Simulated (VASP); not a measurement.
# Pb (P6_3/mmc) in VASP: notebook

Runs on Pb. Level: revPBE. Tasks: single point.

Program: VASP 6.6.1. These are calculated values, not measurements. Logs are shortened: lines on timing, memory, paths and dates and some standing lists are left out, and cuts for length are marked.

## 1. The cell of the first run

It takes space group P6_3/mmc (No. 194, hexagonal). The conventional cell has a = 3.459 Å, b = 3.459 Å, c = 11.167 Å, α = 90.00°, β = 90.00°, γ = 120.00°. Pb (site symmetry -3m) has 12 Pb at 3.43 to 3.46 Å within 4.5 Å. Pb (site symmetry -6m2) has 12 Pb at 3.43 to 3.46 Å within 4.5 Å.

This isn't the form of Pb at room conditions, which is fcc.

## 2. Single point, revPBE (28.92 Å³/atom)

Contents of INCAR:

```
PREC     = Accurate       # precision mode
ENCUT    = 520            # plane-wave cutoff, eV
EDIFF    = 1E-6           # SCF threshold, eV
ISMEAR   = -1             # smearing method
SIGMA    = 0.1            # smearing width, eV
LREAL    = F              # projectors in reciprocal space
LASPH    = T              # aspherical terms in the spheres
NELM     = 80             # most SCF steps
ALGO     = Normal         # electronic algorithm
ISIF     = 2              # what is computed and relaxed
LWAVE    = F              # write WAVECAR
LCHARG   = T              # write CHGCAR
GGA      = RE             # functional
LELF     = T              # ELF
LVHAR    = T            
NBANDS   = 36             # bands
```

Contents of KPOINTS:

```
Automatic mesh
0
Gamma
  11 11 3
```

Contents of POSCAR:

```
Pb
1.0
    3.4585415878      0.0000000000      0.0000000000
   -1.7292707939      2.9951848751      0.0000000000
    0.0000000000      0.0000000000     11.1671723210
Pb
4
Direct
    0.0000000000      0.0000000000      0.0000000000
    0.0000000000      0.0000000000      0.5000000000
    0.3333333333      0.6666666667      0.2500000000
    0.6666666667      0.3333333333      0.7500000000
```

Potentials or basis: VASP PAW PBE potentials, release 64 (Pb_d).

Started as:

```
> cat potpaw_PBE.64/Pb_d/POTCAR > POTCAR
> mpirun -np 1 vasp_std > vasp.out
```

OUTCAR:

```text
PREC = Accurate
   ENCUT = 520
   EDIFF = 1E-6
   ISMEAR = -1
   LREAL = F
   LASPH = T
   NELM = 80
   ISIF = 2
   GGA = RE

 ion  position               nearest neighbor table
   1  0.000  0.000  0.000-   3 3.43   4 3.43   4 3.43   3 3.43   4 3.43   3 3.43
   2  0.000  0.000  0.500-   3 3.43   4 3.43   4 3.43   3 3.43   4 3.43   3 3.43
   3  0.333  0.667  0.250-   1 3.43   2 3.43   1 3.43   2 3.43   1 3.43   2 3.43
   4  0.667  0.333  0.750-   1 3.43   2 3.43   1 3.43   2 3.43   1 3.43   2 3.43

  LATTYP: Found a hexagonal cell.
 ALAT       =     3.4585415878
 C/A-ratio  =     3.2288674395

  Lattice vectors:

 A1 = (   3.4585415878,   0.0000000000,   0.0000000000)
 A2 = (  -1.7292707939,   2.9951848751,   0.0000000000)
 A3 = (   0.0000000000,   0.0000000000,  11.1671723210)

Analysis of symmetry for initial positions (statically):
=====================================================================
 Subroutine PRICEL returns:
 Original cell was already a primitive cell.

 Routine SETGRP: Setting up the symmetry group for a
 hexagonal supercell.

 Subroutine GETGRP returns: Found 24 space group operations
 (whereof 12 operations were pure point group operations)
 out of a pool of 24 trial point group operations.

The static configuration has the point symmetry D_3d.
 The point group associated with its full space group is D_6h.

Analysis of symmetry for dynamics (positions and initial velocities):
=====================================================================
 Subroutine PRICEL returns:
 Original cell was already a primitive cell.

 Routine SETGRP: Setting up the symmetry group for a
 hexagonal supercell.

 Subroutine GETGRP returns: Found 24 space group operations
 (whereof 12 operations were pure point group operations)
 out of a pool of 24 trial point group operations.

The dynamic configuration has the point symmetry D_3d.
 The point group associated with its full space group is D_6h.

 Subroutine INISYM returns: Found 24 space group operations
 (whereof 12 operations are pure point group operations),
 and found     1 'primitive' translations

----------------------------------------------------------------------------------------

                                     Primitive cell

  volume of cell :     115.6804

  direct lattice vectors                    reciprocal lattice vectors
     3.458541588  0.000000000  0.000000000     0.289139215  0.166934604  0.000000000
    -1.729270794  2.995184875  0.000000000     0.000000000  0.333869207  0.000000000
     0.000000000  0.000000000 11.167172321     0.000000000  0.000000000  0.089548184

  length of vectors
     3.458541588  3.458541588 11.167172321     0.333869207  0.333869207  0.089548184

  position of ions in fractional coordinates (direct lattice)
     0.000000000  0.000000000  0.000000000
     0.000000000  0.000000000  0.500000000
     0.333333333  0.666666667  0.250000000
     0.666666667  0.333333333  0.750000000

  ion indices of the primitive-cell ions
   primitive index   ion index
                 1           1
                 2           2
                 3           3
                 4           4

----------------------------------------------------------------------------------------

 KPOINTS: Automatic mesh

Automatic generation of k-mesh.
 Grid dimensions read from file:
 generate k-points for:   11   11    3

 Generating k-lattice:

  Cartesian coordinates                     Fractional coordinates (reciprocal lattice)
     0.026285383  0.015175873  0.000000000     0.090909091  0.000000000  0.000000000
     0.000000000  0.030351746  0.000000000     0.000000000  0.090909091  0.000000000
     0.000000000  0.000000000  0.029849395     0.000000000  0.000000000  0.333333333

  Length of vectors
     0.030351746  0.030351746  0.029849395

  Shift w.r.t. Gamma in fractional coordinates (k-lattice)
     0.000000000  0.000000000  0.000000000

 Subroutine IBZKPT returns following result:
 ===========================================

 Found     32 irreducible k-points:

 Following reciprocal coordinates:
            Coordinates               Weight
  0.000000  0.000000  0.000000      1.000000
  0.090909  0.000000  0.000000      6.000000
  0.181818 -0.000000  0.000000      6.000000
  0.272727  0.000000  0.000000      6.000000
  0.363636  0.000000  0.000000      6.000000
  0.454545  0.000000  0.000000      6.000000
[... 16 lines left out ...]
  0.090909  0.090909  0.333333     12.000000
  0.181818  0.090909  0.333333     24.000000
 [... further k-points ...]
   k-points           NKPTS =     32   k-points in BZ     NKDIM =     32   number of bands    NBANDS=     36
   number of dos      NEDOS =    301   number of ions     NIONS =      4
   total plane-waves  NPLWV =  65856
   dimension x,y,z NGX =    28 NGY =   28 NGZ =   84
   dimension x,y,z NGXF=    56 NGYF=   56 NGZF=  168
   ions per type =               4
   NGX,Y,Z   is equivalent  to a cutoff of  13.46, 13.46, 12.51 a.u.
   NGXF,Y,Z  is equivalent  to a cutoff of  26.92, 26.92, 25.01 a.u.
 SYSTEM =  unknown system
   PREC   = accura    normal or accurate (medium, high low for compatibility)
   ISTART =      0    job   : 0-new  1-cont  2-samecut
   ICHARG =      2    charge: 1-file 2-atom 10-const
   ISPIN  =      1    spin polarized calculation?
   LNONCOLLINEAR =      F non collinear calculations
   LSORBIT =      F    spin-orbit coupling
   LASPH  =      T    aspherical Exc in radial PAW
   ENCUT  =  520.0 eV  38.22 Ry    6.18 a.u.   6.43  6.43 20.76*2*pi/ulx,y,z
   NELM   =     80;   NELMIN=  2; NELMDL= -5     # of ELM steps
   EDIFF  = 0.1E-05   stopping-criterion for ELM
   LREAL  =      F    real-space projection
   EDIFFG = 0.1E-04   stopping-criterion for IOM
   NSW    =      0    number of steps for IOM
   IBRION =     -1    ionic relax: 0-MD 1-quasi-New 2-CG
   NFREE  =      0    steps in history (QN), initial steepest desc. (CG)
   ISIF   =      2    stress and relaxation
   ISYM   =      2    0-nonsym 1-usesym 2-fastsym
   POTIM  = 0.5000    time-step for ionic-motion
   TEBEG  =    0.0;   TEEND  =   0.0 temperature during run
   PSTRESS=    0.0 pullay stress
   NELECT =      56.0000    total number of electrons
   NUPDOWN=      -1.0000    fix difference up-down
   EMIN   =  10.00;   EMAX   =-10.00  energy-range for DOS
   EFERMI =   0.00;   METHOD = LEGACY
   ISMEAR =    -1;   SIGMA  =   0.10  broadening in eV -4-tet -1-fermi 0-gaus
   EFERMI_NEDOS =   21; number of points for ismear=-14 and -15
   IALGO  =     38    algorithm
   IMIX   =      4    mixing-type and parameters
     AMIX     =   0.40;   BMIX     =  1.00
     AMIX_MAG =   1.60;   BMIX_MAG =  1.00
  volume/ion in A,a.u.               =      28.92       195.16
  Fermi-wavevector in a.u.,A,eV,Ry     =   1.285437  2.429124 22.481573  1.652349
  Thomas-Fermi vector in A             =   2.417572
   LORBIT       =      0    0 simple, 1 ext, 2 COOP (PROOUT), +10 PAW based schemes
   GGA     = RE    functional components
   LHFCALC =     F    Hartree Fock is set to
   AEXX    =    0.0000 exact exchange contribution
   IVDW    =     0    specifies the selected vdW correction
   LEPSILON=     F    determine dielectric tensor
   LRPA    =     F    only Hartree local field effects (RPA)
 non-spin polarized calculation
  energy-cutoff  :      520.00
  volume of cell :      115.68
 maximum number of plane-waves:      3145
 NGX is ok and might be reduce to    28
   NGX = 13   NGY = 13   NGZ = 41

 number of electron      56.0000008 magnetization

 Free energy of the ion-electron system (eV)
  ---------------------------------------------------
  ext. energy  EPLUGINS =         0.00000000
  ---------------------------------------------------
  free energy    TOTEN  =       -12.70692238 eV

  energy without entropy =      -12.63656434  energy(sigma->0) =      -12.67174336

 E-fermi :   7.9533     XC(G=0): -10.3477

 val. band max:        7.8814046982   @ k =   0.3636   0.2727   0.0000
 cond. band min:       7.9592112697   @ k =   0.3636   0.0909   0.3333
 fundamental gap:      0.0778065714
 Fermi energy:         7.9533167884

 k-point     1 :       0.0000    0.0000    0.0000
  band No.  band energies     occupation
      1      -9.2924      2.00000
      2      -9.2680      2.00000
      3      -9.2508      2.00000
      4      -9.2508      2.00000
      5      -9.2485      2.00000
      6      -9.2412      2.00000
[... 28 lines left out ...]
     35      15.5974      0.00000
     36      15.9744      0.00000

 k-point     2 :       0.0909    0.0000    0.0000
  band No.  band energies     occupation
      1      -9.2841      2.00000
      2      -9.2751      2.00000
      3      -9.2511      2.00000
      4      -9.2480      2.00000
      5      -9.2441      2.00000
      6      -9.2359      2.00000
[... 28 lines left out ...]
     35      15.7162      0.00000
     36      15.7951      0.00000

 k-point     3 :       0.1818   -0.0000    0.0000
  band No.  band energies     occupation
      1      -9.3126      2.00000
      2      -9.2899      2.00000
      3      -9.2730      2.00000
      4      -9.2396      2.00000
      5      -9.2272      2.00000
      6      -9.2085      2.00000
[... 28 lines left out ...]
     35      14.8428      0.00000
     36      15.5248      0.00000

 k-point     4 :       0.2727    0.0000    0.0000
  band No.  band energies     occupation
      1      -9.3569      2.00000
      2      -9.3124      2.00000
      3      -9.3049      2.00000
      4      -9.2523      2.00000
      5      -9.2512      2.00000
      6      -9.2154      2.00000
[... 28 lines left out ...]
     35      13.4706      0.00000
     36      14.8130      0.00000

 k-point     5 :       0.3636    0.0000    0.0000
  band No.  band energies     occupation
      1      -9.3958      2.00000
      2      -9.3409      2.00000
      3      -9.3303      2.00000
      4      -9.2842      2.00000
      5      -9.2790      2.00000
      6      -9.2335      2.00000
[... 655 lines left out ...]
 k-point    22 :       0.4545    0.0000    0.3333
  band No.  band energies     occupation
      1      -9.4071      2.00000
      2      -9.3806      2.00000
      3      -9.3255      2.00000
      4      -9.2974      2.00000
      5      -9.2784      2.00000
      6      -9.2586      2.00000
[... 28 lines left out ...]
     35      12.4351      0.00000
     36      13.3851      0.00000

 k-point    23 :       0.0909    0.0909    0.3333
  band No.  band energies     occupation
      1      -9.2831      2.00000
      2      -9.2771      2.00000
      3      -9.2653      2.00000
      4      -9.2644      2.00000
      5      -9.2333      2.00000
      6      -9.2237      2.00000
[... 28 lines left out ...]
     35      14.4870      0.00000
     36      14.9116      0.00000

 k-point    24 :       0.1818    0.0909    0.3333
  band No.  band energies     occupation
      1      -9.3142      2.00000
      2      -9.3023      2.00000
      3      -9.2706      2.00000
      4      -9.2540      2.00000
      5      -9.2342      2.00000
      6      -9.2080      2.00000
[... 28 lines left out ...]
     35      13.5554      0.00000
     36      14.5512      0.00000

 [... further k-points ...]

------------------------ aborting loop because EDIFF is reached ----------------------------------------

  FORCE on cell =-STRESS in cart. coord.  units (eV):
  Direction    XX          YY          ZZ          XY          YZ          ZX
  --------------------------------------------------------------------------------------
  -------------------------------------------------------------------------------------
  Total        4.1548201      4.1548201      4.7625898     -0.0000000      0.0000000      0.0000000
  in kB       57.5443852     57.5443852     65.9620132     -0.0000000      0.0000000      0.0000000
  external PRESSURE =      60.3502612 kB  Pullay stress =       0.0000000 kB

 VOLUME and BASIS-vectors are now :
 -----------------------------------------------------------------------------
  energy-cutoff  :      520.00
  volume of cell :      115.68
      direct lattice vectors                 reciprocal lattice vectors
     3.458541588  0.000000000  0.000000000     0.289139215  0.166934604  0.000000000
    -1.729270794  2.995184875  0.000000000     0.000000000  0.333869207  0.000000000
     0.000000000  0.000000000 11.167172321     0.000000000  0.000000000  0.089548184

 POSITION                                       TOTAL-FORCE (eV/Angst)
 -----------------------------------------------------------------------------------
      0.00000      0.00000      0.00000         0.000000      0.000000      0.000000
      0.00000      0.00000      5.58359         0.000000      0.000000      0.000000
     -0.00000      1.99679      2.79179        -0.000000      0.000000     -0.000000
      1.72927      0.99839      8.37538         0.000000     -0.000000      0.000000
 -----------------------------------------------------------------------------------
    total drift:                                0.000000     -0.000000      0.000000

  FREE ENERGIE OF THE ION-ELECTRON SYSTEM (eV)
  ---------------------------------------------------
  free  energy   TOTEN  =       -12.7069223841 eV

  energy  without entropy=      -12.6365643396  energy(sigma->0) =      -12.67174336
```

It took 2.6 min on 1 thread of Intel Xeon Platinum 8259CL at 2.50GHz (Skylake/Cascade Lake), shared host; peak memory 0.28 GiB.

What came out:

- Free energy: -12.7069 eV
- Pressure: 6.0 GPa
- Band gap on the k mesh: zero (bands 28 and 29 overlap by 7.35 eV)

Caveat: the cell stands under pressure; the PAW data sets were made with another functional, which shifts forces and pressure a little; spin-orbit coupling is left out, which moves the levels of the heavy elements.

[end of part 1 of 2]
